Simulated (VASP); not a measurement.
## Zn: single point with PBE

Crystal: Zn.

```
Zn
1.0
     1.44327    1.44327    1.44327
    -1.44327    1.44327    1.44327
    -1.44327   -1.44327    1.44327
Zn
1
Direct
  0.00000 0.00000 0.00000
```

This isn't the form of Zn at room conditions, which is hcp.

| Property | Result |
| --- | --- |
| Program | VASP 6.6.1 |
| Task | single point |
| Functional | PBE |
| Potentials or basis | VASP PAW PBE potentials, release 64 (Zn) |
| Cutoff | 520 eV |
| k mesh | 18 × 18 × 18 |
| Occupations | gaussian, width 0.05 eV |
| Spin | no spin polarisation |
| Dipole correction | no |
| Further INCAR settings | ALGO = Normal; EDIFF = 1e-07; NBANDS = 12 |

```
Pressure               : 30.8 GPa
Band gap on the k mesh : zero (bands 6 and 7 overlap by 5.11 eV)
```

Levels at points of the mesh, in eV from the Fermi level:
```
           k point  band 4  band 5  band 6  band 7  band 8  band 9
(0.00, 0.00, 0.00)   -8.83   -8.07   -8.07   22.77   22.77   22.77
(0.50, 0.00, 0.00)   -8.01   -7.54   -4.00   -0.67   13.35   14.22
(0.50, 0.50, 0.50)   -7.67   -7.67    4.44    4.44    4.44    9.37
```

Run time: 23 s on 1 thread of Intel Xeon 8259CL (shared host), peak memory 0.14 GiB.

Caveat: the cell stands under pressure.
